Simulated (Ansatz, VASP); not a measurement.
Two plane-wave programs on Ag

```
CELL_PARAMETERS angstrom
2.81689 0.00000 0.00000
-1.40845 2.43950 0.00000
0.00000 0.00000 9.31758
ATOMIC_POSITIONS crystal
Ag 0.33333 0.66667 0.25000
Ag 0.66667 0.33333 0.75000
Ag 0.00000 0.00000 0.00000
Ag 0.00000 0.00000 0.50000
```

Alike in both runs: functional LDA; k mesh 13 × 13 × 3; occupations fermi-dirac, width 0.1 eV; no spin polarisation.

Ansatz relaxed the structure, and its values are those at the end. VASP's run is a single point on that final structure, the one shown.

|  | VASP | Ansatz |
| --- | --- | --- |
| version | VASP 6.6.1 | Ansatz 0.2.0 |
| potentials or method | VASP PAW LDA potentials, release 64 (Ag), cutoff 520 eV | plane waves (420 eV) with PAW, scalar-relativistic |
| valence electrons in the cell | 44 | 76 |

```tsv
	VASP	Ansatz	Ansatz less VASP
pressure (GPa)	0.2	0.0	-0.15
```

Ansatz warns that its potentials were made for another functional, while VASP's fit it. LDA's correlation is that of Perdew and Zunger in VASP and of Perdew and Wang (1992) in Ansatz. VASP's potentials hold 44 valence electrons a cell and Ansatz's 76, so a difference there can come from the potentials and not from the codes.
